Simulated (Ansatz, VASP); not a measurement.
Mg in VASP and in Ansatz

Contents of INCAR:

```
SYSTEM = Mg
ALGO = Normal ; EDIFF = 1E-6
ENCUT = 520 ; GGA = PE
ISIF = 2 ; ISMEAR = -1
LASPH = .TRUE. ; LCHARG = .TRUE.
LELF = .TRUE. ; LREAL = .FALSE.
LVHAR = .TRUE. ; LWAVE = .FALSE.
NBANDS = 9 ; NELM = 60
PREC = Accurate ; SIGMA = 0.08
```

The input KPOINTS:

```
k-points
0
G
  12 12 7
  0 0 0
```

Contents of POSCAR:

```
Mg
1.0
    3.2092715325      0.0000000000      0.0000000000
   -1.6046357662      2.7793106748      0.0000000000
    0.0000000000      0.0000000000      5.2103300000
Mg
2
Direct
    0.3333333333      0.6666666667      0.2500000000
    0.6666666667      0.3333333333      0.7500000000
```

Input for Ansatz:

```yaml
crystal:
  lattice:
    - [3.2092715325, 0.0, 0.0]
    - [-1.6046357662, 2.7793106748, 0.0]
    - [0.0, 0.0, 5.21033]
  atoms:
    - { symbol: Mg, position: [0.3333333333, 0.6666666667, 0.25] }
    - { symbol: Mg, position: [0.6666666667, 0.3333333333, 0.75] }
kpoints:
  mp_grid: { grid: [12, 12, 7] }
  band_path:
    path:
      - [0.0, 0.0, 0.0]
      - [0.5, 0.0, 0.0]
      - [0.3333333333, 0.3333333333, 0.0]
      - [0.0, 0.0, 0.0]
      - [0.0, 0.0, 0.5]
      - [0.5, 0.0, 0.5]
      - [0.3333333333, 0.3333333333, 0.5]
      - [0.0, 0.0, 0.5]
      - [0.5, 0.0, 0.5]
    npoints: 5
scf:
  occupations: { method: fermi_dirac, width: 0.08 }
hamiltonian:
  xc: pbe
  pseudopotentials:
    kind: all_electron
    lapw: { basis_error: 0.0005 }
    relativity: none
output:
  forces: true
  stress: true
  eigenvalues: true
```

Alike in both runs: task single point; functional PBE; k mesh 12 × 12 × 7; occupations fermi-dirac, width 0.08 eV; no spin polarisation.

|  | VASP | Ansatz |
| --- | --- | --- |
| version | VASP 6.6.1 | Ansatz 0.2.0 |
| potentials or method | VASP PAW PBE potentials, release 64 (Mg), cutoff 520 eV | all-electron LAPW, non-relativistic |

VASP gave:

- pressure (GPa): -0.6
- traceless stress, the component that is largest in VASP (GPa): -0.52

Task: Which values does Ansatz return?

Result: Pressure (GPa): -0.4; traceless stress, the component that is largest in VASP (GPa): -0.52.

Ansatz ran all-electron here, and VASP with PAW potentials.
